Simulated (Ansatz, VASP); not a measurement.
**Two plane-wave programs on As3P2**

```
P As
1.0
     1.85398    1.07039    7.63557
    -1.85398    1.07039    7.63557
     0.00000   -2.14079    7.63557
P As
2 3
Cartesian
  0.0000 0.0000 9.1439
  0.0000 0.0000 13.7628
  0.0000 0.0000 0.0000
  0.0000 0.0000 4.6769
  0.0000 0.0000 18.2298
```

Alike in both runs: functional PBE; k mesh 12 × 12 × 12; occupations gaussian, width 0.1 eV; no spin polarisation.

Ansatz relaxed the structure, and its values are those at the end. VASP's run is a single point on that final structure, the one shown.

|  | VASP | Ansatz |
| --- | --- | --- |
| version | VASP 6.6.1 | Ansatz 0.2.0 |
| potentials or method | VASP PAW PBE potentials, release 64 (P, As), cutoff 520 eV | scalar-relativistic, plane waves, PAW |
| valence electrons in the cell | 25 | 55 |

```csv
,VASP,Ansatz,Ansatz less VASP
gap on the k mesh at the Fermi level (eV),none,none,-
pressure (GPa),0.1,0.0,-0.10
```

A gap of «none» marks a metal or a gap that the smearing closes. The functional is the same, so the differences come from potentials, cutoffs and numerics. VASP's potentials hold 25 valence electrons a cell and Ansatz's 55, so a difference there can come from the potentials and not from the codes.
